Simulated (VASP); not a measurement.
# Rh (Fm-3m) in VASP: settings compared, part 2 of 2

VASP 6.6.1.

**3. Single point, r2SCAN**

Input file POSCAR:

```
Rh
1.0
    0.0000000000      1.9003570901     -1.9003570901
   -1.9003570901      0.0000000000      1.9003570901
    3.8007141803      3.8007141803      3.8007141803
Rh
3
Direct
    0.0000000000      0.0000000000      0.0000000000
    0.3333333330      0.6666666670      0.3333333330
    0.6666666670      0.3333333330      0.6666666670
```

Input file INCAR.step1:

```
PREC = Accurate ; ENCUT = 580
ISMEAR = -1 ; SIGMA = 0.08
LREAL = False ; LASPH = True
NELM = 120 ; NBANDS = 32
GGA = PE ; ALGO = Normal
EDIFF = 1E-5 ; LWAVE = True
LCHARG = False ; GGA_COMPAT = False
```

Input file INCAR.step2:

```
PREC = Accurate ; ENCUT = 580
EDIFF = 1E-6 ; ISMEAR = -1
SIGMA = 0.08 ; LREAL = False
LASPH = True ; NELM = 120
ALGO = Normal ; ISIF = 2
LWAVE = False ; LCHARG = True
METAGGA = R2SCAN ; LMIXTAU = True
LELF = True ; LVHAR = True
NBANDS = 32 ; ISTART = 1
GGA_COMPAT = False
```

Input file KPOINTS:

```
Automatic mesh
0
Gamma
  15 15 6
```

Potentials or basis: VASP PAW PBE potentials, release 64 (Rh_sv_GW).

On the command line:

```bash
$ cat potpaw_PBE.64/Rh_sv_GW/POTCAR > POTCAR
$ cp INCAR.step1 INCAR
$ mpirun -np 1 vasp_std > vasp.out
$ cp INCAR.step2 INCAR
$ mpirun -np 1 vasp_std > vasp.out
```

OUTCAR:

```text
PREC = Accurate
   ENCUT = 580
   EDIFF = 1E-6
   ISMEAR = -1
   LREAL = False
   LASPH = True
   NELM = 120
   ISIF = 2
   METAGGA = R2SCAN
   ISTART = 1

 ion  position               nearest neighbor table
   1  0.000  0.000  0.000-
   2  0.333  0.667  0.333-
   3  0.667  0.333  0.667-

  LATTYP: Found a hexagonal cell.
 ALAT       =     2.6875107702
 C/A-ratio  =     2.4494897428

  Lattice vectors:

 A1 = (   0.0000000000,   1.9003570901,  -1.9003570901)
 A2 = (  -1.9003570901,   0.0000000000,   1.9003570901)
 A3 = (   3.8007141803,   3.8007141803,   3.8007141803)

Analysis of symmetry for initial positions (statically):
=====================================================================
 Subroutine PRICEL returns following result:

  LATTYP: Found a face centered cubic cell.
 ALAT       =     3.8007141765

  Lattice vectors:

 A1 = (   1.9003570882,   1.9003570882,   0.0000000000)
 A2 = (  -0.0000000019,   1.9003570882,   1.9003570901)
 A3 = (   1.9003570939,   0.0000000038,   1.9003570901)

   3 primitive cells build up your supercell.

 Routine SETGRP: Setting up the symmetry group for a
 hexagonal supercell.

 Subroutine GETGRP returns: Found 12 space group operations
 (whereof 12 operations were pure point group operations)
 out of a pool of 24 trial point group operations.

The static configuration has the point symmetry D_3d.

Analysis of symmetry for dynamics (positions and initial velocities):
=====================================================================
 Subroutine PRICEL returns following result:

  LATTYP: Found a face centered cubic cell.
 ALAT       =     3.8007141765

  Lattice vectors:

 A1 = (   1.9003570882,   1.9003570882,   0.0000000000)
 A2 = (  -0.0000000019,   1.9003570882,   1.9003570901)
 A3 = (   1.9003570939,   0.0000000038,   1.9003570901)

[... 114 lines left out ...]
   ISYM   =      2    0-nonsym 1-usesym 2-fastsym
   POTIM  = 0.5000    time-step for ionic-motion
   TEBEG  =    0.0;   TEEND  =   0.0 temperature during run
   PSTRESS=    0.0 pullay stress
   NELECT =      51.0000    total number of electrons
   NUPDOWN=      -1.0000    fix difference up-down
   EMIN   =  10.00;   EMAX   =-10.00  energy-range for DOS
   EFERMI =   0.00;   METHOD = LEGACY
   ISMEAR =    -1;   SIGMA  =   0.08  broadening in eV -4-tet -1-fermi 0-gaus
   EFERMI_NEDOS =   21; number of points for ismear=-14 and -15
   IALGO  =     38    algorithm
   IMIX   =      4    mixing-type and parameters
     AMIX     =   0.40;   BMIX     =  1.00
     AMIX_MAG =   1.60;   BMIX_MAG =  1.00
  volume/ion in A,a.u.               =      13.73        92.63
  Fermi-wavevector in a.u.,A,eV,Ry     =   1.758110  3.322345 42.054915  3.090949
  Thomas-Fermi vector in A             =   2.827332
   LORBIT       =      0    0 simple, 1 ext, 2 COOP (PROOUT), +10 PAW based schemes
   METAGGA = R2SCAN    functional components
   LHFCALC =     F    Hartree Fock is set to
   AEXX    =    0.0000 exact exchange contribution
   IVDW    =     0    specifies the selected vdW correction
   LEPSILON=     F    determine dielectric tensor
   LRPA    =     F    only Hartree local field effects (RPA)
 non-spin polarized calculation
  energy-cutoff  :      580.00
  volume of cell :       41.18
 maximum number of plane-waves:      1329
 NGX is ok and might be reduce to    24
   NGX = 11   NGY = 11   NGZ = 25

 number of electron      50.9999995 magnetization

 Free energy of the ion-electron system (eV)
  ---------------------------------------------------
  ext. energy  EPLUGINS =         0.00000000
  ---------------------------------------------------
  free energy    TOTEN  =       -69.88531341 eV

  energy without entropy =      -69.80584776  energy(sigma->0) =      -69.84558058

 E-fermi :  10.7111     XC(G=0): -15.2861

 val. band max:       10.7030795430   @ k =   0.4667   0.0000   0.3333
 cond. band min:      10.7134349806   @ k =   0.4000   0.2000   0.0000
 fundamental gap:      0.0103554376
 Fermi energy:        10.7111183127

 k-point     1 :       0.0000    0.0000    0.0000
  band No.  band energies     occupation
      1     -70.4617      2.00000
      2     -70.3691      2.00000
      3     -70.3691      2.00000
      4     -37.6799      2.00000
      5     -37.6799      2.00000
      6     -37.1705      2.00000
[... 829 lines left out ...]
     31      20.8860      0.00000
     32      20.9227      0.00000

 [... further k-points ...]
[... 5 lines left out ...]
  --------------------------------------------------------------------------------------
  -------------------------------------------------------------------------------------
  Total       -0.4118886     -0.4118886     -0.4118886      0.0120934      0.0120934      0.0120934
  in kB      -16.0263052    -16.0263052    -16.0263052      0.4705468      0.4705468      0.4705468
  external PRESSURE =     -16.0263052 kB  Pullay stress =       0.0000000 kB

 VOLUME and BASIS-vectors are now :
 -----------------------------------------------------------------------------
  energy-cutoff  :      580.00
  volume of cell :       41.18
      direct lattice vectors                 reciprocal lattice vectors
     0.000000000  1.900357090 -1.900357090    -0.175405630  0.350811261 -0.175405630
    -1.900357090  0.000000000  1.900357090    -0.350811261  0.175405630  0.175405630
     3.800714180  3.800714180  3.800714180     0.087702815  0.087702815  0.087702815

 POSITION                                       TOTAL-FORCE (eV/Angst)
 -----------------------------------------------------------------------------------
      0.00000      0.00000      0.00000        -0.000000      0.000000      0.000000
     -0.00000      1.90036      1.90036         0.000000      0.000000     -0.000000
      1.90036      3.80071      1.90036         0.000000     -0.000000      0.000000
 -----------------------------------------------------------------------------------
    total drift:                               -0.000000     -0.000000     -0.000000

  FREE ENERGIE OF THE ION-ELECTRON SYSTEM (eV)
  ---------------------------------------------------
  free  energy   TOTEN  =       -69.8853134068 eV

  energy  without entropy=      -69.8058477616  energy(sigma->0) =      -69.84558058
```

OSZICAR.step1:

```text
N       E                     dE             d eps       ncg     rms          rms(c)
DAV:   1     0.121004166190E+04    0.12100E+04   -0.31424E+04  9720   0.217E+03
DAV:   2     0.832625724258E+02   -0.11268E+04   -0.10843E+04  9344   0.111E+03
DAV:   3    -0.189426590371E+02   -0.10221E+03   -0.96349E+02 15200   0.308E+02
DAV:   4    -0.223998347365E+02   -0.34572E+01   -0.33796E+01 15072   0.796E+01
DAV:   5    -0.224662402031E+02   -0.66405E-01   -0.66304E-01 14952   0.910E+00    0.988E+01
DAV:   6    -0.193521741634E+02    0.31141E+01   -0.10430E+01 14032   0.441E+01    0.410E+01
DAV:   7    -0.192620735009E+02    0.90101E-01   -0.40807E-01 15368   0.673E+00    0.120E+01
DAV:   8    -0.192513449071E+02    0.10729E-01   -0.62461E-02 11904   0.491E+00    0.604E-01
DAV:   9    -0.192508319910E+02    0.51292E-03   -0.30312E-03 13160   0.106E+00    0.128E-01
DAV:  10    -0.192508514929E+02   -0.19502E-04   -0.23175E-04 14512   0.142E-01    0.145E-01
DAV:  11    -0.192508645284E+02   -0.13035E-04   -0.15001E-05  8072   0.734E-02    0.635E-02
DAV:  12    -0.192508647187E+02   -0.19038E-06   -0.34508E-06  7560   0.294E-02
   1 F= -.19250865E+02 E0= -.19209255E+02  d E =-.832203E-01
```

Run time: 10 min. Hardware: 1 thread of AMD EPYC 9R45 (Zen 5), shared host; peak memory 0.31 GiB.

Results:

```
Free energy            : -69.8853 eV
Pressure               : -1.6 GPa
Band gap on the k mesh : zero (an odd number of electrons rules out a gap without spin polarisation)
```

Levels at points of the mesh, in eV from the Fermi level:
| k point | band 21 | band 22 | band 23 | band 24 | band 25 | band 26 | band 27 | band 28 | band 29 | band 30 |
| --- | --- | --- | --- | --- | --- | --- | --- | --- | --- | --- |
| (0.00, 0.00, 0.00) | -3.01 | -3.01 | -1.95 | -1.95 | -1.07 | -1.07 | -0.25 | -0.25 | -0.25 | -0.25 |
| (0.00, 0.00, 0.50) | -2.84 | -2.84 | -2.84 | -1.17 | -1.17 | -1.17 | -1.17 | 0.59 | 0.59 | 0.91 |

Caveat: the PAW data sets were made with another functional, which shifts forces and pressure a little.
